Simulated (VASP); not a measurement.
The system is RbGe2.

```
Rb Ge
1.0
     3.07498    1.77534    5.58258
    -3.07498    1.77534    5.58258
     0.00000   -3.55068    5.58258
Rb Ge
1 2
Direct
  0.50000 0.50000 0.50000
  0.79954 0.79954 0.79954
  0.20046 0.20046 0.20046
```

| Quantity | Value |
| --- | --- |
| Program | VASP 6.6.1 |
| Task | relaxation of cell and atoms |
| Functional | PBE |
| Potentials or basis | VASP PAW PBE potentials, release 64 (Rb_sv, Ge_d) |
| Cutoff | 600 eV |
| k mesh | 3 × 3 × 3 |
| Occupations | gaussian, width 0.1 eV |
| Spin | no spin polarisation |

At the start: pressure -2.5 GPa; volume 60.95 Å³/atom.

Q: How do energy, volume and symmetry change on relaxing?

A: Over 33 steps the energy falls by 778.6 meV/atom and the volume is 30.40 Å³/atom (-50.1 %); space group R-3m (No. 166, to 0.05 Å).

The path:
```csv
step,energy change (eV),largest force (eV/Å),pressure (GPa),volume (Å³)
1,0.0000,0.5706,-2.52,182.86
2,-0.4185,0.5289,-1.98,158.60
3,-0.6255,0.4130,-0.64,137.90
4,-0.6330,0.3706,0.01,131.71
5,-0.6342,0.3798,-0.09,132.97
6,-0.6793,0.3261,-0.10,130.36
7,-0.7874,0.0930,-0.09,122.41
8,-1.1205,0.3641,0.04,105.78
9,-0.2154,1.2283,17.98,69.63
10,-1.0705,0.5319,-0.03,101.93
11,-1.3951,1.5806,1.74,86.17
12,-1.2639,2.2624,5.56,78.00
13,-1.3762,1.9307,3.49,81.39
14,-1.3521,2.0364,3.93,80.26
15,-1.3628,2.0500,4.15,80.02
16,-1.3895,2.0891,4.45,79.29
17,-1.4108,2.1319,5.51,77.81
18,-1.4624,2.0693,5.57,77.94
19,-1.6061,1.8313,5.25,78.35
20,-1.8151,1.0588,5.28,79.17
21,-1.6799,1.8265,8.82,80.80
22,-1.8815,0.3768,5.76,79.71
23,-2.0179,0.4556,4.46,81.36
24,-2.2400,0.6460,1.26,86.36
25,-2.2748,0.7089,0.27,88.82
26,-2.2791,0.7319,-0.22,90.13
27,-2.2945,0.6482,-0.21,90.23
28,-2.3268,0.2937,0.02,90.53
29,-2.3089,0.6637,0.78,91.14
30,-2.3342,0.0156,0.21,90.73
31,-2.3343,0.0186,0.16,90.75
32,-2.3355,0.0044,0.15,91.01
33,-2.3359,0.0052,0.08,91.19
```

Final structure:
```yaml
crystal:
  lattice:
    - [2.87264, 1.65852, 3.18994]
    - [-2.87264, 1.65852, 3.18994]
    - [0.00000, -3.31704, 3.18994]
  atoms:
    - { symbol: Rb, position: [0.50000, 0.50000, 0.50000] }
    - { symbol: Ge, position: [0.86667, 0.86667, 0.86667] }
    - { symbol: Ge, position: [0.13333, 0.13333, 0.13333] }
```

Caveat: the k points lie up to 0.47 Å⁻¹ apart in the final cell; the volume moved by over 15 % at a fixed basis, so the end points are rough.
